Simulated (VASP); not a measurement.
# Cd (P-1) in VASP: electric field gradients with PBEsol

Aim: the electric field gradients of Cd with PBEsol.

Everything below comes from runs of VASP 6.6.1. Logs are shortened: lines on timing, memory, paths and dates and some standing lists are left out, and cuts for length are marked.

**1. The cell of the first run**

The typed cell holds 2 atoms: a = 2.979 Å, b = 2.953 Å, c = 5.618 Å, α = 89.57°, β = 88.85°, γ = 119.13°.

**2. Electric field gradients, PBEsol (equal xy, yz and zx shear strains of +2 %)**

Input file INCAR:

```
SYSTEM = Cd
ALGO = Normal
EDIFF = 1E-8
ENCUT = 520
GGA = PS
ISIF = 2
ISMEAR = -1
LASPH = .TRUE.
LCHARG = .FALSE.
LEFG = .TRUE.
LREAL = .FALSE.
LWAVE = .FALSE.
NBANDS = 19
NELM = 100
PREC = Accurate
SIGMA = 0.05
```

Input file KPOINTS:

```
k-points
0
G
  16 16 7
  0 0 0
```

Input file POSCAR:

```
Cd
1.0
    2.9788725081      0.0297887251      0.0297887251
   -1.4636384613      2.5648849041      0.0109034301
    0.0561765000      0.0561765000      5.6176500000
Cd
2
Direct
    0.3333333333      0.6666666667      0.2500000000
    0.6666666667      0.3333333333      0.7500000000
```

Potentials or basis: VASP PAW PBE potentials, release 64 (Cd).

On the command line:

```
cat potpaw_PBE.64/Cd/POTCAR > POTCAR
mpirun -np 1 vasp_std > vasp.out
```

OUTCAR:

```text
SYSTEM = Cd
   EDIFF = 1E-8
   ENCUT = 520
   GGA = PS
   ISIF = 2
   ISMEAR = -1
   LASPH = .TRUE.
   LREAL = .FALSE.
   NELM = 100
   PREC = Accurate

 ion  position               nearest neighbor table
   1  0.333  0.667  0.250-   2 3.26   2 3.26   2 3.28   2 3.30   2 3.32   2 3.34
   2  0.667  0.333  0.750-   1 3.26   1 3.26   1 3.28   1 3.30   1 3.32   1 3.34

  LATTYP: Found a triclinic cell.
 ALAT       =     3.0049827471
 B/A-ratio  =     0.9827452114
 C/A-ratio  =     1.8696319446
 COS(alpha) =     0.0074204947
 COS(beta)  =     0.0272158148
 COS(gamma) =     0.5000757388

  Lattice vectors:

 A1 = (   1.5152340468,   2.5946736292,   0.0406921552)
 A2 = (  -1.4636384613,   2.5648849041,   0.0109034301)
 A3 = (   0.0561765000,   0.0561765000,   5.6176500000)

Analysis of symmetry for initial positions (statically):
=====================================================================
 Subroutine PRICEL returns:
 Original cell was already a primitive cell.

 Routine SETGRP: Setting up the symmetry group for a
 triclinic supercell.

 Subroutine GETGRP returns: Found  2 space group operations
 (whereof  2 operations were pure point group operations)
 out of a pool of  2 trial point group operations.

The static configuration has the point symmetry S_2 .

Analysis of symmetry for dynamics (positions and initial velocities):
=====================================================================
 Subroutine PRICEL returns:
 Original cell was already a primitive cell.

 Routine SETGRP: Setting up the symmetry group for a
 triclinic supercell.

 Subroutine GETGRP returns: Found  2 space group operations
 (whereof  2 operations were pure point group operations)
 out of a pool of  2 trial point group operations.

The dynamic configuration has the point symmetry S_2 .

 Subroutine INISYM returns: Found  2 space group operations
 (whereof  2 operations are pure point group operations),
 and found     1 'primitive' translations

----------------------------------------------------------------------------------------

                                     Primitive cell

  volume of cell :      43.1578

  direct lattice vectors                    reciprocal lattice vectors
     2.978872508  0.029788725  0.029788725     0.333844629  0.190529023 -0.005243737
    -1.463638461  2.564884904  0.010903430    -0.003838682  0.387706837 -0.003838682
     0.056176500  0.056176500  5.617650000    -0.001762828 -0.001762828  0.178045635

  length of vectors
     2.979170380  2.953132405  5.618211737     0.384422998  0.387744842  0.178063087

  position of ions in fractional coordinates (direct lattice)
     0.333333333  0.666666667  0.250000000
     0.666666667  0.333333333  0.750000000

  ion indices of the primitive-cell ions
   primitive index   ion index
                 1           1
                 2           2

----------------------------------------------------------------------------------------

 KPOINTS: k-points

Automatic generation of k-mesh.
 Grid dimensions read from file:
 generate k-points for:   16   16    7

 Generating k-lattice:

  Cartesian coordinates                     Fractional coordinates (reciprocal lattice)
     0.020865289  0.011908064 -0.000327734     0.062500000  0.000000000 -0.000000000
    -0.000239918  0.024231677 -0.000239918    -0.000000000  0.062500000 -0.000000000
    -0.000251833 -0.000251833  0.025435091    -0.000000000 -0.000000000  0.142857143

  Length of vectors
     0.024026437  0.024234053  0.025437584

  Shift w.r.t. Gamma in fractional coordinates (k-lattice)
     0.000000000  0.000000000  0.000000000

 Subroutine IBZKPT returns following result:
 ===========================================

 Found    898 irreducible k-points:

 Following reciprocal coordinates:
            Coordinates               Weight
  0.000000  0.000000  0.000000      1.000000
  0.062500 -0.000000  0.000000      2.000000
  0.125000 -0.000000  0.000000      2.000000
  0.187500  0.000000  0.000000      2.000000
  0.250000 -0.000000  0.000000      2.000000
  0.312500 -0.000000 -0.000000      2.000000
[... 16 lines left out ...]
 -0.187500  0.062500 -0.000000      2.000000
 -0.125000  0.062500  0.000000      2.000000
 [... further k-points ...]
   k-points           NKPTS =    898   k-points in BZ     NKDIM =    898   number of bands    NBANDS=     19
   number of dos      NEDOS =    301   number of ions     NIONS =      2
   total plane-waves  NPLWV =  24192
   dimension x,y,z NGX =    24 NGY =   24 NGZ =   42
   dimension x,y,z NGXF=    48 NGYF=   48 NGZF=   84
   ions per type =               2
   NGX,Y,Z   is equivalent  to a cutoff of  13.39, 13.51, 12.43 a.u.
   NGXF,Y,Z  is equivalent  to a cutoff of  26.79, 27.02, 24.86 a.u.
 SYSTEM =  Cd
   PREC   = accura    normal or accurate (medium, high low for compatibility)
   ISTART =      0    job   : 0-new  1-cont  2-samecut
   ICHARG =      2    charge: 1-file 2-atom 10-const
   ISPIN  =      1    spin polarized calculation?
   LNONCOLLINEAR =      F non collinear calculations
   LSORBIT =      F    spin-orbit coupling
   LASPH  =      T    aspherical Exc in radial PAW
   ENCUT  =  520.0 eV  38.22 Ry    6.18 a.u.   5.54  5.49 10.45*2*pi/ulx,y,z
   NELM   =    100;   NELMIN=  2; NELMDL= -5     # of ELM steps
   EDIFF  = 0.1E-07   stopping-criterion for ELM
   LREAL  =      F    real-space projection
   EDIFFG = 0.1E-06   stopping-criterion for IOM
   NSW    =      0    number of steps for IOM
   IBRION =     -1    ionic relax: 0-MD 1-quasi-New 2-CG
   NFREE  =      0    steps in history (QN), initial steepest desc. (CG)
   ISIF   =      2    stress and relaxation
   ISYM   =      2    0-nonsym 1-usesym 2-fastsym
   POTIM  = 0.5000    time-step for ionic-motion
   TEBEG  =    0.0;   TEEND  =   0.0 temperature during run
   PSTRESS=    0.0 pullay stress
   NELECT =      24.0000    total number of electrons
   NUPDOWN=      -1.0000    fix difference up-down
   EMIN   =  10.00;   EMAX   =-10.00  energy-range for DOS
   EFERMI =   0.00;   METHOD = LEGACY
   ISMEAR =    -1;   SIGMA  =   0.05  broadening in eV -4-tet -1-fermi 0-gaus
   EFERMI_NEDOS =   21; number of points for ismear=-14 and -15
   IALGO  =     38    algorithm
   IMIX   =      4    mixing-type and parameters
     AMIX     =   0.40;   BMIX     =  1.00
     AMIX_MAG =   1.60;   BMIX_MAG =  1.00
  volume/ion in A,a.u.               =      21.58       145.62
  Fermi-wavevector in a.u.,A,eV,Ry     =   1.346249  2.544041 24.659008  1.812386
  Thomas-Fermi vector in A             =   2.474096
   LORBIT       =      0    0 simple, 1 ext, 2 COOP (PROOUT), +10 PAW based schemes
   GGA     = PS    functional components
   LHFCALC =     F    Hartree Fock is set to
   AEXX    =    0.0000 exact exchange contribution
   IVDW    =     0    specifies the selected vdW correction
   LEPSILON=     F    determine dielectric tensor
   LRPA    =     F    only Hartree local field effects (RPA)
 non-spin polarized calculation
  energy-cutoff  :      520.00
  volume of cell :       43.16
 maximum number of plane-waves:      1191
 NGX is ok and might be reduce to    24
   NGX = 11   NGY = 11   NGZ = 21

 number of electron      23.9999997 magnetization

 Free energy of the ion-electron system (eV)
  ---------------------------------------------------
  ext. energy  EPLUGINS =         0.00000000
  ---------------------------------------------------
  free energy    TOTEN  =        -2.39823818 eV

  energy without entropy =       -2.39400032  energy(sigma->0) =       -2.39611925

 E-fermi :   2.7759     XC(G=0): -11.2115

 val. band max:        2.7744730278   @ k =  -0.1250   0.4375   0.0000
 cond. band min:       2.7797174972   @ k =  -0.2500  -0.3750   0.4286
 fundamental gap:      0.0052444694
 Fermi energy:         2.7758660234

 k-point     1 :       0.0000    0.0000    0.0000
  band No.  band energies     occupation
      1      -7.0485      2.00000
      2      -6.7821      2.00000
      3      -6.4562      2.00000
      4      -6.4029      2.00000
      5      -6.3423      2.00000
      6      -6.2929      2.00000
[... 11 lines left out ...]
     18      17.9525      0.00000
     19      18.4137      0.00000

 k-point     2 :       0.0625   -0.0000    0.0000
  band No.  band energies     occupation
      1      -7.0096      2.00000
      2      -6.7443      2.00000
      3      -6.4659      2.00000
      4      -6.4113      2.00000
      5      -6.3105      2.00000
      6      -6.2625      2.00000
[... 11 lines left out ...]
     18      17.6562      0.00000
     19      18.8549      0.00000

 k-point     3 :       0.1250   -0.0000    0.0000
  band No.  band energies     occupation
      1      -6.9197      2.00000
      2      -6.6747      2.00000
      3      -6.4982      2.00000
      4      -6.4085      2.00000
      5      -6.2136      2.00000
      6      -6.1694      2.00000
[... 11 lines left out ...]
     18      17.2702      0.00000
     19      17.8766      0.00000

 k-point     4 :       0.1875    0.0000    0.0000
  band No.  band energies     occupation
      1      -6.8798      2.00000
      2      -6.6435      2.00000
      3      -6.5135      2.00000
      4      -6.3215      2.00000
      5      -6.1629      2.00000
      6      -6.0622      2.00000
[... 11 lines left out ...]
     18      16.2013      0.00000
     19      16.6602      0.00000

 k-point     5 :       0.2500   -0.0000    0.0000
  band No.  band energies     occupation
      1      -6.9404      2.00000
      2      -6.7250      2.00000
      3      -6.3988      2.00000
      4      -6.3590      2.00000
      5      -6.1620      2.00000
      6      -6.0626      2.00000
[... 11 lines left out ...]
     18      15.6602      0.00000
     19      16.3301      0.00000
[... 334 lines left out ...]
      2      -6.7336      2.00000
      3      -6.4658      2.00000
      4      -6.3430      2.00000
      5      -6.1659      2.00000
      6      -6.1035      2.00000
[... 11 lines left out ...]
     18      16.1212      0.00000
     19      16.7700      0.00000

 k-point    22 :      -0.2500    0.0625   -0.0000
  band No.  band energies     occupation
      1      -6.8568      2.00000
      2      -6.6289      2.00000
      3      -6.4901      2.00000
      4      -6.2868      2.00000
      5      -6.2504      2.00000
      6      -6.0791      2.00000
[... 11 lines left out ...]
     18      15.6192      0.00000
     19      17.4810      0.00000

 k-point    23 :      -0.1875    0.0625   -0.0000
  band No.  band energies     occupation
      1      -6.8452      2.00000
      2      -6.6209      2.00000
      3      -6.5130      2.00000
      4      -6.3827      2.00000
      5      -6.1303      2.00000
      6      -6.1237      2.00000
[... 11 lines left out ...]
     18      17.1474      0.00000
     19      17.8212      0.00000

 k-point    24 :      -0.1250    0.0625    0.0000
  band No.  band energies     occupation
      1      -6.9329      2.00000
      2      -6.6792      2.00000
      3      -6.4556      2.00000
      4      -6.3982      2.00000
      5      -6.2735      2.00000
      6      -6.2412      2.00000
[... 11 lines left out ...]
     18      17.8473      0.00000
     19      18.4271      0.00000

 [... further k-points ...]

------------------------ aborting loop because EDIFF is reached ----------------------------------------

  FORCE on cell =-STRESS in cart. coord.  units (eV):
  Direction    XX          YY          ZZ          XY          YZ          ZX
  --------------------------------------------------------------------------------------
  -------------------------------------------------------------------------------------
  Total       -0.2323193     -0.2691610     -0.3825218     -0.1523087     -0.0242232     -0.0001328
  in kB       -8.6245428     -9.9922434    -14.2006127     -5.6542566     -0.8992559     -0.0049301
  external PRESSURE =     -10.9391330 kB  Pullay stress =       0.0000000 kB

 VOLUME and BASIS-vectors are now :
 -----------------------------------------------------------------------------
  energy-cutoff  :      520.00
  volume of cell :       43.16
      direct lattice vectors                 reciprocal lattice vectors
     2.978872508  0.029788725  0.029788725     0.333844629  0.190529023 -0.005243737
    -1.463638461  2.564884904  0.010903430    -0.003838682  0.387706837 -0.003838682
     0.056176500  0.056176500  5.617650000    -0.001762828 -0.001762828  0.178045635

 POSITION                                       TOTAL-FORCE (eV/Angst)
 -----------------------------------------------------------------------------------
      0.03124      1.73390      1.42161         0.011666      0.002124      0.000348
      1.54017      0.91695      4.23673        -0.011666     -0.002124     -0.000348
 -----------------------------------------------------------------------------------
    total drift:                               -0.000000      0.000000     -0.000000

  FREE ENERGIE OF THE ION-ELECTRON SYSTEM (eV)
  ---------------------------------------------------
  free  energy   TOTEN  =        -2.3982381826 eV

  energy  without entropy=       -2.3940003232  energy(sigma->0) =       -2.39611925

 Electric field gradients (V/A^2)
---------------------------------------------------------------------
 ion       V_xx      V_yy      V_zz      V_xy      V_xz      V_yz
---------------------------------------------------------------------
   1     -39.955   -40.299    80.254     7.147     0.265     0.708
   2     -39.955   -40.299    80.254     7.147     0.265     0.708
---------------------------------------------------------------------

 Electric field gradients after diagonalization (V/A^2)
 (convention: |V_zz| > |V_xx| > |V_yy|)
----------------------------------------------------------------------
 ion       V_xx      V_yy      V_zz     asymmetry (V_yy - V_xx)/ V_zz
----------------------------------------------------------------------
   1     -47.277   -32.982    80.259       0.178
   2     -47.277   -32.982    80.259       0.178
----------------------------------------------------------------------

           NMR quadrupolar parameters

 Cq : quadrupolar parameter    Cq=e*Q*V_zz/h
 eta: asymmetry parameters     (V_yy - V_xx)/ V_zz
 Q  : nuclear electric quadrupole moment in mb (millibarn)
----------------------------------------------------------------------
 ion       Cq(MHz)       eta       Q (mb)
----------------------------------------------------------------------
   1       0.194       0.178       1.000
   2       0.194       0.178       1.000
----------------------------------------------------------------------
```

Wall time 4.8 min (1 thread of Intel Xeon Platinum 8488C (Sapphire Rapids), shared host); peak memory 0.65 GiB.

Results:

```yaml
Free_energy: -2.3982 eV
Pressure: -1.1 GPa
Largest_force: 0.012 eV/Å
Band_gap_on_the_k_mesh: zero (bands 12 and 13 overlap by 4.08 eV)
Largest_electric_field_gradient_by_atom: Cd +80.3 V/Å²
```

Forces in eV/Å, atoms in the order of the input:
```
Cd   0.012  0.002  0.000
Cd  -0.012 -0.002  0.000
```

Electric field gradients, principal values (V/Å²):
```csv
atom,least,middle,greatest (by size)
1 Cd,-32.982,-47.277,80.259
2 Cd,-32.982,-47.277,80.259
```

Caveat: the cell differs from its parent crystal (equal xy, yz and zx shear strains of +2 %); without QUAD_EFG the Cq values of the log hold for a quadrupole moment of 1 mb, not for the nuclei; the PAW data sets were made with another functional, which shifts forces and pressure a little.
